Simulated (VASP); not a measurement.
# FeSi2 (P4/mmm) in VASP: a series of runs

The runs below take FeSi2 through single point, with LDA.

Everything below comes from runs of VASP 6.6.1. Logs are shortened: lines on timing, memory, paths and dates and some standing lists are left out, and cuts for length are marked.

**1. The cell of the first run**

It takes space group P4/mmm (No. 123, tetragonal). Conventional cell: a = 2.662 Å, b = 2.662 Å, c = 5.065 Å, α = 90.00°, β = 90.00°, γ = 90.00°. Fe (site symmetry 4/mmm) has 8 Si at 2.33 Å and 4 Fe at 2.66 Å within 3.1 Å. Within 3.1 Å of Si (site symmetry 4mm) lie 6 Si at 2.32 to 2.75 Å and 4 Fe at 2.33 Å.

**2. Single point, LDA**

The input, INCAR:

```
SYSTEM = FeSi2
PREC = Accurate
ENCUT = 520
EDIFF = 1E-6
ISMEAR = -1
SIGMA = 0.15
LREAL = .FALSE.
LASPH = .TRUE.
NELM = 60
ALGO = Normal
ISIF = 2
LWAVE = .FALSE.
LCHARG = .FALSE.
NBANDS = 15
```

The input, KPOINTS:

```
Automatic mesh
0
G
  16 16 8
  0 0 0
```

The input, POSCAR:

```
FeSi2
1.0
    2.6620591417      0.0000000000      0.0000000000
    0.0000000000      2.6620591417      0.0000000000
    0.0000000000      0.0000000000      5.0654379236
Fe Si
1 2
Direct
    0.0000000000      0.0000000000      0.0000000000
    0.5000000000      0.5000000000      0.2710623481
    0.5000000000      0.5000000000      0.7289376519
```

Potentials or basis: VASP PAW LDA potentials, release 64 (Fe, Si).

Launch:

```
> cat potpaw_LDA.64/Fe/POTCAR potpaw_LDA.64/Si/POTCAR > POTCAR
> mpirun -np 1 vasp_std > vasp.out
```

OUTCAR:

```text
SYSTEM = FeSi2
   PREC = Accurate
   ENCUT = 520
   EDIFF = 1E-6
   ISMEAR = -1
   LREAL = .FALSE.
   LASPH = .TRUE.
   NELM = 60
   ISIF = 2

 ion  position               nearest neighbor table
   1  0.000  0.000  0.000-   2 2.33   3 2.33   2 2.33   3 2.33   2 2.33   3 2.33   2 2.33   3 2.33

   2  0.500  0.500  0.271-   3 2.32   1 2.33   1 2.33   1 2.33   1 2.33   3 2.75
   3  0.500  0.500  0.729-   2 2.32   1 2.33   1 2.33   1 2.33   1 2.33   2 2.75

  LATTYP: Found a simple tetragonal cell.
 ALAT       =     2.6620591417
 C/A-ratio  =     1.9028269674

  Lattice vectors:

 A1 = (   2.6620591417,   0.0000000000,   0.0000000000)
 A2 = (   0.0000000000,   2.6620591417,   0.0000000000)
 A3 = (   0.0000000000,   0.0000000000,   5.0654379236)

Analysis of symmetry for initial positions (statically):
=====================================================================
 Subroutine PRICEL returns:
 Original cell was already a primitive cell.

 Routine SETGRP: Setting up the symmetry group for a
 simple tetragonal supercell.

 Subroutine GETGRP returns: Found 16 space group operations
 (whereof 16 operations were pure point group operations)
 out of a pool of 16 trial point group operations.

The static configuration has the point symmetry D_4h.

Analysis of symmetry for dynamics (positions and initial velocities):
=====================================================================
 Subroutine PRICEL returns:
 Original cell was already a primitive cell.

 Routine SETGRP: Setting up the symmetry group for a
 simple tetragonal supercell.

 Subroutine GETGRP returns: Found 16 space group operations
 (whereof 16 operations were pure point group operations)
 out of a pool of 16 trial point group operations.

The dynamic configuration has the point symmetry D_4h.

 Subroutine INISYM returns: Found 16 space group operations
 (whereof 16 operations are pure point group operations),
 and found     1 'primitive' translations

----------------------------------------------------------------------------------------

                                     Primitive cell

  volume of cell :      35.8965

  direct lattice vectors                    reciprocal lattice vectors
     2.662059142  0.000000000  0.000000000     0.375649055  0.000000000  0.000000000
[... 96 lines left out ...]
   POTIM  = 0.5000    time-step for ionic-motion
   TEBEG  =    0.0;   TEEND  =   0.0 temperature during run
   PSTRESS=    0.0 pullay stress
   NELECT =      16.0000    total number of electrons
   NUPDOWN=      -1.0000    fix difference up-down
   EMIN   =  10.00;   EMAX   =-10.00  energy-range for DOS
   EFERMI =   0.00;   METHOD = LEGACY
   ISMEAR =    -1;   SIGMA  =   0.15  broadening in eV -4-tet -1-fermi 0-gaus
   EFERMI_NEDOS =   21; number of points for ismear=-14 and -15
   IALGO  =     38    algorithm
   IMIX   =      4    mixing-type and parameters
     AMIX     =   0.40;   BMIX     =  1.00
     AMIX_MAG =   1.60;   BMIX_MAG =  1.00
  volume/ion in A,a.u.               =      11.97        80.75
  Fermi-wavevector in a.u.,A,eV,Ry     =   1.250539  2.363177 21.277453  1.563849
  Thomas-Fermi vector in A             =   2.384529
   LORBIT       =      0    0 simple, 1 ext, 2 COOP (PROOUT), +10 PAW based schemes
   GGA     = CA    functional components
   LHFCALC =     F    Hartree Fock is set to
   AEXX    =    0.0000 exact exchange contribution
   IVDW    =     0    specifies the selected vdW correction
   LEPSILON=     F    determine dielectric tensor
   LRPA    =     F    only Hartree local field effects (RPA)
 non-spin polarized calculation
  energy-cutoff  :      520.00
  volume of cell :       35.90
 maximum number of plane-waves:      1000
 NGX is ok and might be reduce to    20
   NGX =  9   NGY =  9   NGZ = 19

 number of electron      16.0000005 magnetization

 Free energy of the ion-electron system (eV)
  ---------------------------------------------------
  ext. energy  EPLUGINS =         0.00000000
  ---------------------------------------------------
  free energy    TOTEN  =       -22.90052036 eV

  energy without entropy =      -22.81912447  energy(sigma->0) =      -22.85982241

 E-fermi :  10.2513     XC(G=0): -12.2551

 val. band max:       10.2477456952   @ k =   0.3125   0.2500   0.0000
 cond. band min:      10.2570562063   @ k =   0.5000   0.3750   0.1250
 fundamental gap:      0.0093105111
 Fermi energy:        10.2513060223

 k-point     1 :       0.0000    0.0000    0.0000
  band No.  band energies     occupation
      1      -3.8013      2.00000
      2       1.1061      2.00000
      3       2.2201      2.00000
      4       6.5758      2.00000
      5       8.6156      1.99996
      6       8.7523      1.99991
      7       8.7523      1.99991
      8       9.6747      1.95807
      9      14.9559      0.00000
     10      14.9559      0.00000
     11      17.0348      0.00000
     12      17.5443      0.00000
     13      18.4581      0.00000
     14      18.5597      0.00000
[... 401 lines left out ...]
      2       2.5403      2.00000
      3       3.4850      2.00000
      4       5.7270      2.00000
      5       6.3360      2.00000
      6       7.3081      2.00000
      7       8.3192      1.99999
      8       9.5207      1.98478
      9      10.4128      0.50818
     10      11.9090      0.00003
     11      12.7624      0.00000
     12      15.7134      0.00000
     13      18.7216      0.00000
     14      19.3234      0.00000
     15      21.3133      0.00000

 [... further k-points ...]

------------------------ aborting loop because EDIFF is reached ----------------------------------------

  FORCE on cell =-STRESS in cart. coord.  units (eV):
  Direction    XX          YY          ZZ          XY          YZ          ZX
  --------------------------------------------------------------------------------------
  -------------------------------------------------------------------------------------
  Total        0.1334210      0.1334210      0.1282193      0.0000000      0.0000000      0.0000000
  in kB        5.9550094      5.9550094      5.7228405      0.0000000      0.0000000      0.0000000
  external PRESSURE =       5.8776198 kB  Pullay stress =       0.0000000 kB

 VOLUME and BASIS-vectors are now :
 -----------------------------------------------------------------------------
  energy-cutoff  :      520.00
  volume of cell :       35.90
      direct lattice vectors                 reciprocal lattice vectors
     2.662059142  0.000000000  0.000000000     0.375649055  0.000000000  0.000000000
     0.000000000  2.662059142  0.000000000     0.000000000  0.375649055  0.000000000
     0.000000000  0.000000000  5.065437924     0.000000000  0.000000000  0.197416297

 POSITION                                       TOTAL-FORCE (eV/Angst)
 -----------------------------------------------------------------------------------
      0.00000      0.00000      0.00000         0.000000      0.000000      0.000000
      1.33103      1.33103      1.37305        -0.000000     -0.000000      0.035423
      1.33103      1.33103      3.69239        -0.000000      0.000000     -0.035423
 -----------------------------------------------------------------------------------
    total drift:                                0.000000      0.000000      0.000000

  FREE ENERGIE OF THE ION-ELECTRON SYSTEM (eV)
  ---------------------------------------------------
  free  energy   TOTEN  =       -22.9005203618 eV

  energy  without entropy=      -22.8191244658  energy(sigma->0) =      -22.85982241
```

stdout:

```text
POSCAR found type information on POSCAR FeSi
 POSCAR found :  2 types and       3 ions
 scaLAPACK will be used
 LDA part: xc-table for (Slater(with rela. corr.)+CA(PZ))
 , standard interpolation
 POSCAR, INCAR and KPOINTS ok, starting setup
 FFT: planning ... GRIDC
 FFT: planning ... GRID_SOFT
 FFT: planning ... GRID
 WAVECAR not read
 entering main loop
```

Run time: 57 s. Hardware: 1 thread of Intel Xeon Platinum 8488C (Sapphire Rapids), shared host; peak memory 0.22 GiB.

Results:

```yaml
Free_energy: -22.9005 eV
Pressure: 0.6 GPa
Largest_force: 0.035 eV/Å
Band_gap_on_the_k_mesh: zero (bands 8 and 9 overlap by 0.33 eV)
```

Forces in eV/Å, atoms in the order of the input:
```
Fe   0.000  0.000  0.000
Si   0.000  0.000  0.035
Si   0.000  0.000 -0.035
```

Caveat: the run has no spin polarisation, though such a crystal can be magnetic.

**3. Single point, LDA (12.20 Å³/atom)**

This run uses another cell than the first one, of 12.20 Å³/atom.

The input, INCAR:

```
SYSTEM = FeSi2
PREC = Accurate ; ENCUT = 520
EDIFF = 1E-7 ; ISMEAR = -1
SIGMA = 0.15 ; LREAL = .FALSE.
LASPH = .TRUE. ; NELM = 60
ALGO = Normal ; ISIF = 2
LWAVE = .FALSE. ; LCHARG = .FALSE.
NBANDS = 15
```

The input, KPOINTS:

```
regular mesh
0
G
  16 16 8
  0 0 0
```

The input, POSCAR:

```
FeSi2
1.0
    2.6822591089      0.0000000000      0.0000000000
    0.0000000000      2.6822591089      0.0000000000
    0.0000000000      0.0000000000      5.0892186626
Fe Si
1 2
Direct
    0.0000000000      0.0000000000      0.0000000000
    0.5000000000      0.5000000000      0.2703587787
    0.5000000000      0.5000000000      0.7296412213
```

Potentials or basis: VASP PAW LDA potentials, release 64 (Fe, Si).

Launch:

```
> cat potpaw_LDA.64/Fe/POTCAR potpaw_LDA.64/Si/POTCAR > POTCAR
> mpirun -np 1 vasp_std > vasp.out
```

Run time: 78 s. Hardware: 1 thread of Intel Xeon Platinum 8488C (Sapphire Rapids), shared host; peak memory 0.23 GiB.

Results (log left out):

```
Free energy            : -22.8942 eV
Pressure               : -3.3 GPa
Largest force          : 0.032 eV/Å
Band gap on the k mesh : zero (bands 8 and 9 overlap by 0.29 eV)
```

Forces in eV/Å, atoms in the order of the input:
```
Fe   0.000  0.000  0.000
Si   0.000  0.000  0.032
Si   0.000  0.000 -0.032
```

Levels at points of the mesh, in eV from the Fermi level:
| k point | band 6 | band 7 | band 8 | band 9 | band 10 | band 11 |
| --- | --- | --- | --- | --- | --- | --- |
| (0.00, 0.00, 0.00) | -1.47 | -1.47 | -0.59 | 4.57 | 4.57 | 6.74 |
| (0.50, 0.00, 0.00) | -3.14 | -2.06 | -1.05 | 0.18 | 1.57 | 2.42 |
| (0.50, 0.50, 0.00) | -3.20 | -2.18 | 0.19 | 0.52 | 2.69 | 3.11 |
| (0.00, 0.00, 0.50) | -1.52 | -1.52 | -0.59 | 2.65 | 5.71 | 5.71 |
| (0.50, 0.00, 0.50) | -2.39 | -2.05 | -1.07 | 0.64 | 2.47 | 5.02 |
| (0.50, 0.50, 0.50) | -3.22 | -1.72 | 0.19 | 0.50 | 0.50 | 1.30 |

Caveat: the cell stands under tension; the run has no spin polarisation, though such a crystal can be magnetic. Spin polarisation is off, so any magnetic state and its effect on volume and gap are missing.
